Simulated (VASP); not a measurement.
# InP in VASP: a series of runs

The runs below take InP through single point, with PBE, r2SCAN.

Everything below comes from runs of VASP 6.6.1. Logs are shortened: lines on timing, memory, paths and dates and some standing lists are left out, and cuts for length are marked.

### 1 The cell of the first run

Symmetry: F-43m, No. 216, cubic system. The conventional cell has a = 6.189 Å, b = 6.189 Å, c = 6.189 Å, α = 90.00°, β = 90.00°, γ = 90.00°. In (site symmetry -43m) has 4 P at 2.68 Å within 3.5 Å. Within 3.5 Å of P (site symmetry -43m) lie 4 In at 2.68 Å.

### 2 Single point, PBE (strain +4.8%)

Input file INCAR:

```
SYSTEM = InP
  ALGO = Normal
  EDIFF = 1E-7
  ENCUT = 520
  GGA = PE
  ISIF = 2
  ISMEAR = -1
  LASPH = .TRUE.
  LCHARG = .FALSE.
  LREAL = .FALSE.
  LWAVE = .FALSE.
  NBANDS = 16
  NELM = 80
  PREC = Accurate
  SIGMA = 0.02
```

Input file KPOINTS:

```
k-points
0
G
  8 8 8
  0 0 0
```

Input file POSCAR:

```
InP
1.0
    0.0000000000      3.0943879286      3.0943879286
    3.0943879286      0.0000000000      3.0943879286
    3.0943879286      3.0943879286      0.0000000000
In P
1 1
Direct
    0.0000000000      0.0000000000      0.0000000000
    0.2500000000      0.2500000000      0.2500000000
```

Potentials or basis: VASP PAW PBE potentials, release 64 (In_d, P).

Run with:

```bash
$ cat potpaw_PBE.64/In_d/POTCAR potpaw_PBE.64/P/POTCAR > POTCAR
$ mpirun -np 1 vasp_std > vasp.out
```

OUTCAR:

```text
SYSTEM = InP
   EDIFF = 1E-7
   ENCUT = 520
   GGA = PE
   ISIF = 2
   ISMEAR = -1
   LASPH = .TRUE.
   LREAL = .FALSE.
   NELM = 80
   PREC = Accurate

 ion  position               nearest neighbor table
   1  0.000  0.000  0.000-   2 2.68   2 2.68   2 2.68   2 2.68
   2  0.250  0.250  0.250-   1 2.68   1 2.68   1 2.68   1 2.68

  LATTYP: Found a face centered cubic cell.
 ALAT       =     6.1887758572

  Lattice vectors:

 A1 = (   0.0000000000,   3.0943879286,   3.0943879286)
 A2 = (   3.0943879286,   0.0000000000,   3.0943879286)
 A3 = (   3.0943879286,   3.0943879286,   0.0000000000)

Analysis of symmetry for initial positions (statically):
=====================================================================
 Subroutine PRICEL returns:
 Original cell was already a primitive cell.

 Routine SETGRP: Setting up the symmetry group for a
 face centered cubic supercell.

 Subroutine GETGRP returns: Found 24 space group operations
 (whereof 24 operations were pure point group operations)
 out of a pool of 48 trial point group operations.

The static configuration has the point symmetry T_d .

Analysis of symmetry for dynamics (positions and initial velocities):
=====================================================================
 Subroutine PRICEL returns:
 Original cell was already a primitive cell.

 Routine SETGRP: Setting up the symmetry group for a
 face centered cubic supercell.

 Subroutine GETGRP returns: Found 24 space group operations
 (whereof 24 operations were pure point group operations)
 out of a pool of 48 trial point group operations.

The dynamic configuration has the point symmetry T_d .

 Subroutine INISYM returns: Found 24 space group operations
 (whereof 24 operations are pure point group operations),
 and found     1 'primitive' translations

----------------------------------------------------------------------------------------

                                     Primitive cell

  volume of cell :      59.2590

  direct lattice vectors                    reciprocal lattice vectors
     0.000000000  3.094387929  3.094387929    -0.161582843  0.161582843  0.161582843
     3.094387929  0.000000000  3.094387929     0.161582843 -0.161582843  0.161582843
     3.094387929  3.094387929  0.000000000     0.161582843  0.161582843 -0.161582843

  length of vectors
     4.376125376  4.376125376  4.376125376     0.279869694  0.279869694  0.279869694

  position of ions in fractional coordinates (direct lattice)
     0.000000000  0.000000000  0.000000000
     0.250000000  0.250000000  0.250000000

  ion indices of the primitive-cell ions
   primitive index   ion index
                 1           1
                 2           2

----------------------------------------------------------------------------------------

 KPOINTS: k-points

Automatic generation of k-mesh.
 Grid dimensions read from file:
 generate k-points for:    8    8    8

 Generating k-lattice:

  Cartesian coordinates                     Fractional coordinates (reciprocal lattice)
    -0.020197855  0.020197855  0.020197855     0.125000000  0.000000000  0.000000000
     0.020197855 -0.020197855  0.020197855     0.000000000  0.125000000  0.000000000
     0.020197855  0.020197855 -0.020197855     0.000000000  0.000000000  0.125000000

  Length of vectors
     0.034983712  0.034983712  0.034983712

  Shift w.r.t. Gamma in fractional coordinates (k-lattice)
     0.000000000  0.000000000  0.000000000

 Subroutine IBZKPT returns following result:
 ===========================================

 Found     29 irreducible k-points:

 Following reciprocal coordinates:
            Coordinates               Weight
  0.000000  0.000000  0.000000      1.000000
  0.125000  0.000000  0.000000      8.000000
  0.250000  0.000000  0.000000      8.000000
  0.375000  0.000000  0.000000      8.000000
  0.500000  0.000000  0.000000      4.000000
  0.125000  0.125000  0.000000      6.000000
[... 16 lines left out ...]
  0.500000  0.250000  0.125000     48.000000
 -0.375000  0.250000  0.125000     24.000000
 [... further k-points ...]
   k-points           NKPTS =     29   k-points in BZ     NKDIM =     29   number of bands    NBANDS=     16
   number of dos      NEDOS =    301   number of ions     NIONS =      2
   total plane-waves  NPLWV =  46656
   dimension x,y,z NGX =    36 NGY =   36 NGZ =   36
   dimension x,y,z NGXF=    72 NGYF=   72 NGZF=   72
   ions per type =               1   1
   NGX,Y,Z   is equivalent  to a cutoff of  13.68, 13.68, 13.68 a.u.
   NGXF,Y,Z  is equivalent  to a cutoff of  27.35, 27.35, 27.35 a.u.
 SYSTEM =  InP
   PREC   = accura    normal or accurate (medium, high low for compatibility)
   ISTART =      0    job   : 0-new  1-cont  2-samecut
   ICHARG =      2    charge: 1-file 2-atom 10-const
   ISPIN  =      1    spin polarized calculation?
   LNONCOLLINEAR =      F non collinear calculations
   LSORBIT =      F    spin-orbit coupling
   LASPH  =      T    aspherical Exc in radial PAW
   ENCUT  =  520.0 eV  38.22 Ry    6.18 a.u.   8.14  8.14  8.14*2*pi/ulx,y,z
   NELM   =     80;   NELMIN=  2; NELMDL= -5     # of ELM steps
   EDIFF  = 0.1E-06   stopping-criterion for ELM
   LREAL  =      F    real-space projection
   EDIFFG = 0.1E-05   stopping-criterion for IOM
   NSW    =      0    number of steps for IOM
   IBRION =     -1    ionic relax: 0-MD 1-quasi-New 2-CG
   NFREE  =      0    steps in history (QN), initial steepest desc. (CG)
   ISIF   =      2    stress and relaxation
   ISYM   =      2    0-nonsym 1-usesym 2-fastsym
   POTIM  = 0.5000    time-step for ionic-motion
   TEBEG  =    0.0;   TEEND  =   0.0 temperature during run
   PSTRESS=    0.0 pullay stress
   NELECT =      18.0000    total number of electrons
   NUPDOWN=      -1.0000    fix difference up-down
   EMIN   =  10.00;   EMAX   =-10.00  energy-range for DOS
   EFERMI =   0.00;   METHOD = LEGACY
   ISMEAR =    -1;   SIGMA  =   0.02  broadening in eV -4-tet -1-fermi 0-gaus
   EFERMI_NEDOS =   21; number of points for ismear=-14 and -15
   IALGO  =     38    algorithm
   IMIX   =      4    mixing-type and parameters
     AMIX     =   0.40;   BMIX     =  1.00
     AMIX_MAG =   1.60;   BMIX_MAG =  1.00
  volume/ion in A,a.u.               =      29.63       199.95
  Fermi-wavevector in a.u.,A,eV,Ry     =   1.100477  2.079600 16.477326  1.211049
  Thomas-Fermi vector in A             =   2.236889
   LORBIT       =      0    0 simple, 1 ext, 2 COOP (PROOUT), +10 PAW based schemes
   GGA     = PE    functional components
   LHFCALC =     F    Hartree Fock is set to
   AEXX    =    0.0000 exact exchange contribution
   IVDW    =     0    specifies the selected vdW correction
   LEPSILON=     F    determine dielectric tensor
   LRPA    =     F    only Hartree local field effects (RPA)
 non-spin polarized calculation
  energy-cutoff  :      520.00
  volume of cell :       59.26
 maximum number of plane-waves:      1639
 NGX is ok and might be reduce to    36
   NGX = 17   NGY = 17   NGZ = 17

 number of electron      17.9999996 magnetization

 Free energy of the ion-electron system (eV)
  ---------------------------------------------------
  ext. energy  EPLUGINS =         0.00000000
  ---------------------------------------------------
  free energy    TOTEN  =        -8.29303267 eV

  energy without entropy =       -8.29287857  energy(sigma->0) =       -8.29295562

 E-fermi :   3.5773     XC(G=0):  -8.5782

 val. band max:        3.5631751507   @ k =   0.0000   0.0000   0.0000
 cond. band min:       4.6036660438   @ k =   0.1250   0.0000   0.0000
 fundamental gap:      1.0404908931
 Fermi energy:         3.5772684420

 k-point     1 :       0.0000    0.0000    0.0000
  band No.  band energies     occupation
      1     -10.3933      2.00000
      2     -10.3933      2.00000
      3     -10.3933      2.00000
      4     -10.3072      2.00000
      5     -10.3072      2.00000
      6      -6.9617      2.00000
[... 8 lines left out ...]
     15      12.7373      0.00000
     16      12.7373      0.00000

 k-point     2 :       0.1250    0.0000    0.0000
  band No.  band energies     occupation
      1     -10.4022      2.00000
      2     -10.3891      2.00000
      3     -10.3891      2.00000
      4     -10.3070      2.00000
      5     -10.3070      2.00000
      6      -6.8256      2.00000
[... 8 lines left out ...]
     15      12.1926      0.00000
     16      12.1926      0.00000

 k-point     3 :       0.2500    0.0000    0.0000
  band No.  band energies     occupation
      1     -10.4236      2.00000
      2     -10.3802      2.00000
      3     -10.3802      2.00000
      4     -10.3055      2.00000
      5     -10.3055      2.00000
      6      -6.4502      2.00000
[... 8 lines left out ...]
     15      11.9799      0.00000
     16      12.3428      0.00000

 k-point     4 :       0.3750    0.0000    0.0000
  band No.  band energies     occupation
      1     -10.4445      2.00000
      2     -10.3735      2.00000
      3     -10.3735      2.00000
      4     -10.3018      2.00000
      5     -10.3018      2.00000
      6      -5.9699      2.00000
[... 8 lines left out ...]
     15      12.7541      0.00000
     16      12.7541      0.00000

 k-point     5 :       0.5000    0.0000    0.0000
  band No.  band energies     occupation
      1     -10.4530      2.00000
      2     -10.3713      2.00000
      3     -10.3713      2.00000
      4     -10.2995      2.00000
      5     -10.2995      2.00000
      6      -5.7163      2.00000
[... 8 lines left out ...]
     15      13.7759      0.00000
     16      13.7759      0.00000

 k-point     6 :       0.1250    0.1250    0.0000
  band No.  band energies     occupation
      1     -10.4099      2.00000
      2     -10.3850      2.00000
      3     -10.3850      2.00000
      4     -10.3102      2.00000
      5     -10.3043      2.00000
      6      -6.7802      2.00000
[... 8 lines left out ...]
     15      12.4873      0.00000
     16      12.8856      0.00000

 k-point     7 :       0.2500    0.1250    0.0000
  band No.  band energies     occupation
      1     -10.4278      2.00000
      2     -10.3774      2.00000
      3     -10.3757      2.00000
      4     -10.3122      2.00000
      5     -10.3015      2.00000
      6      -6.4830      2.00000
[... 8 lines left out ...]
     15      12.7916      0.00000
     16      13.3258      0.00000

 k-point     8 :       0.3750    0.1250    0.0000
  band No.  band energies     occupation
      1     -10.4459      2.00000
      2     -10.3715      2.00000
      3     -10.3680      2.00000
      4     -10.3101      2.00000
      5     -10.2986      2.00000
      6      -6.0253      2.00000
[... 8 lines left out ...]
     15      13.1167      0.00000
     16      13.2877      0.00000

 k-point     9 :       0.5000    0.1250    0.0000
  band No.  band energies     occupation
      1     -10.4558      2.00000
      2     -10.3691      2.00000
      3     -10.3655      2.00000
      4     -10.3049      2.00000
      5     -10.2985      2.00000
      6      -5.6619      2.00000
[... 8 lines left out ...]
     15      13.5271      0.00000
     16      13.8029      0.00000
[... 172 lines left out ...]
 k-point    19 :       0.5000    0.3750    0.0000
  band No.  band energies     occupation
      1     -10.4869      2.00000
      2     -10.3432      2.00000
      3     -10.3399      2.00000
      4     -10.3274      2.00000
      5     -10.2904      2.00000
      6      -5.3283      2.00000
[... 8 lines left out ...]
     15      14.0863      0.00000
     16      14.7182      0.00000

 k-point    20 :      -0.3750    0.3750    0.0000
  band No.  band energies     occupation
      1     -10.4779      2.00000
      2     -10.3520      2.00000
      3     -10.3435      2.00000
      4     -10.3201      2.00000
      5     -10.2956      2.00000
      6      -5.2586      2.00000
[... 8 lines left out ...]
     15      13.1049      0.00000
     16      15.4338      0.00000

 k-point    21 :       0.5000    0.5000    0.0000
  band No.  band energies     occupation
      1     -10.4952      2.00000
      2     -10.3355      2.00000
      3     -10.3355      2.00000
      4     -10.3322      2.00000
      5     -10.2877      2.00000
      6      -5.2380      2.00000
[... 8 lines left out ...]
     15      14.1775      0.00000
     16      14.8600      0.00000

 k-point    22 :       0.3750    0.2500    0.1250
  band No.  band energies     occupation
      1     -10.4452      2.00000
      2     -10.3694      2.00000
      3     -10.3659      2.00000
      4     -10.3145      2.00000
      5     -10.2986      2.00000
      6      -6.1389      2.00000
[... 8 lines left out ...]
     15      13.3061      0.00000
     16      14.3175      0.00000

 k-point    23 :       0.5000    0.2500    0.1250
  band No.  band energies     occupation
      1     -10.4579      2.00000
      2     -10.3664      2.00000
      3     -10.3578      2.00000
      4     -10.3123      2.00000
      5     -10.2983      2.00000
      6      -5.7067      2.00000
[... 8 lines left out ...]
     15      13.6516      0.00000
     16      14.4923      0.00000

 k-point    24 :      -0.3750    0.2500    0.1250
  band No.  band energies     occupation
      1     -10.4624      2.00000
      2     -10.3660      2.00000
      3     -10.3549      2.00000
      4     -10.3092      2.00000
      5     -10.2996      2.00000
      6      -5.4842      2.00000
[... 8 lines left out ...]
     15      13.7651      0.00000
     16      14.2906      0.00000

 [... further k-points ...]
[... 5 lines left out ...]
  --------------------------------------------------------------------------------------
  -------------------------------------------------------------------------------------
  Total       -1.8963092     -1.8963092     -1.8963092     -0.0000000     -0.0000000     -0.0000000
  in kB      -51.2702546    -51.2702546    -51.2702546     -0.0000000     -0.0000000     -0.0000000
  external PRESSURE =     -51.2702546 kB  Pullay stress =       0.0000000 kB

 VOLUME and BASIS-vectors are now :
 -----------------------------------------------------------------------------
  energy-cutoff  :      520.00
  volume of cell :       59.26
      direct lattice vectors                 reciprocal lattice vectors
     0.000000000  3.094387929  3.094387929    -0.161582843  0.161582843  0.161582843
     3.094387929  0.000000000  3.094387929     0.161582843 -0.161582843  0.161582843
     3.094387929  3.094387929  0.000000000     0.161582843  0.161582843 -0.161582843

 POSITION                                       TOTAL-FORCE (eV/Angst)
 -----------------------------------------------------------------------------------
      0.00000      0.00000      0.00000        -0.000000      0.000000      0.000000
      1.54719      1.54719      1.54719         0.000000     -0.000000     -0.000000
 -----------------------------------------------------------------------------------
    total drift:                               -0.000000     -0.000000     -0.000000

  FREE ENERGIE OF THE ION-ELECTRON SYSTEM (eV)
  ---------------------------------------------------
  free  energy   TOTEN  =        -8.2930326748 eV

  energy  without entropy=       -8.2928785684  energy(sigma->0) =       -8.29295562
```

Run time: 15 s. Hardware: 1 thread of Intel Xeon 6975P-C (Granite Rapids), shared host; peak memory 0.21 GiB.

What came out:

| Quantity | Value |
| --- | --- |
| Free energy | -8.2930 eV |
| Pressure | -5.1 GPa |
| Band gap on the k mesh | zero (filled and empty bands touch) |

Caveat: the cell differs from its parent crystal (strain +4.8%); spin-orbit coupling is left out, which moves the levels of the heavy elements.

### 3 Single point, r2SCAN (strain +4.8%)

POSCAR is that of step 2.

Input file INCAR.step1:

```
PREC = Accurate
ENCUT = 520
ISMEAR = -1
SIGMA = 0.02
LREAL = False
LASPH = True
NELM = 80
NBANDS = 16
GGA = PE
ALGO = Normal
EDIFF = 1E-4
LWAVE = True
LCHARG = False
```

Input file INCAR.step2:

```
PREC = Accurate
ENCUT = 520
EDIFF = 1E-6
ISMEAR = -1
SIGMA = 0.02
LREAL = False
LASPH = True
NELM = 80
ALGO = Normal
ISIF = 2
LWAVE = False
LCHARG = True
METAGGA = R2SCAN
LMIXTAU = True
LELF = True
LVHAR = True
NBANDS = 16
ISTART = 1
```

Input file KPOINTS:

```
Automatic mesh
0
Gamma
  8 8 8
```

Potentials or basis: VASP PAW PBE potentials, release 64 (In_d, P).

Run with:

```bash
$ cat potpaw_PBE.64/In_d/POTCAR potpaw_PBE.64/P/POTCAR > POTCAR
$ cp INCAR.step1 INCAR
$ mpirun -np 1 vasp_std > vasp.out
$ cp INCAR.step2 INCAR
$ mpirun -np 1 vasp_std > vasp.out
```

Wall time 47 s (1 thread of Intel Xeon 6975P-C (Granite Rapids), shared host); peak memory 0.22 GiB.

The run converged. Its results:

- Free energy: -32.1051 eV
- Pressure: -7.0 GPa
- Band gap on the k mesh: 0.22 eV, direct

Levels at points of the mesh, in eV from the valence-band top:
```tsv
k point	band 5	band 6	band 7	band 8	band 9	band 10	band 11	band 12	band 13	band 14
(0.00, 0.00, 0.00)	-14.34	-10.98	0.00	0.00	0.00	0.22	4.39	4.39	4.39	8.30
(0.50, 0.00, 0.00)	-14.33	-9.67	-5.09	-0.79	-0.79	1.42	5.09	5.09	7.08	9.31
(0.50, 0.50, 0.00)	-14.32	-9.17	-5.22	-1.90	-1.90	2.23	2.46	8.84	9.16	9.16
```

Caveat: the cell differs from its parent crystal (strain +4.8%); the PAW data sets were made with another functional, which shifts forces and pressure a little; spin-orbit coupling is left out, which moves the levels of the heavy elements.

(Part 1 of 2 ends here.)
